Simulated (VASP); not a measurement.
Wanted: the native input for a VASP 6.6.1 run.

| Item | Value |
| --- | --- |
| Task | single point |
| Functional | PBE |
| Potentials or basis | VASP PAW PBE potentials, release 64 (Ca_sv, O) |
| Cutoff | 520 eV |
| k mesh | 12 × 12 × 6 |
| Occupations | fermi-dirac, width 0.02 eV |
| Spin | no spin polarisation |
| Dipole correction | no |
| Further INCAR settings | ALGO = Normal; EDIFF = 1e-07; NBANDS = 24 |

The structure of CaO lies in POSCAR:

```
CaO
1.0
    4.0797563428      0.0000000000      0.0000000000
   -2.0398781714      3.4476704080      0.0000000000
    0.0000000000      0.0000000000      4.7701151974
Ca O
2 2
Direct
    0.3313904615      0.6627809230      0.2500000000
    0.6686095385      0.3372190770      0.7500000000
    0.6681360384      0.3362720768      0.2500000000
    0.3318639616      0.6637279232      0.7500000000
```

This cell differs from its parent crystal: uniaxial x strain +2.5%.

One way to write it, as run:

INCAR

```
PREC     = Accurate       # precision mode
ENCUT    = 520            # plane-wave cutoff, eV
EDIFF    = 1E-7           # SCF threshold, eV
ISMEAR   = -1             # smearing method
SIGMA    = 0.02           # smearing width, eV
LREAL    = False          # projectors in reciprocal space
LASPH    = True           # aspherical terms in the spheres
NELM     = 60             # most SCF steps
ALGO     = Normal         # electronic algorithm
ISIF     = 2              # what is computed and relaxed
LWAVE    = False          # write WAVECAR
LCHARG   = False          # write CHGCAR
GGA      = PE             # functional
NBANDS   = 24             # bands
```

KPOINTS

```
Automatic mesh
0
Gamma
  12 12 6
```

Potentials or basis: VASP PAW PBE potentials, release 64 (Ca_sv, O).

Launch:

```bash
$ cat potpaw_PBE.64/Ca_sv/POTCAR potpaw_PBE.64/O/POTCAR > POTCAR
$ mpirun -np 1 vasp_std > vasp.out
```

Results of the run:

```yaml
Pressure: 0.2 GPa
Band_gap_on_the_k_mesh: 3.07 eV
```

Caveat: the cell differs from its parent crystal (uniaxial x strain +2.5%).

It took 110 s on 1 thread of Intel(R) Xeon(R) 6975P-C (Granite Rapids), with other jobs on the host, peak memory 0.34 GiB.
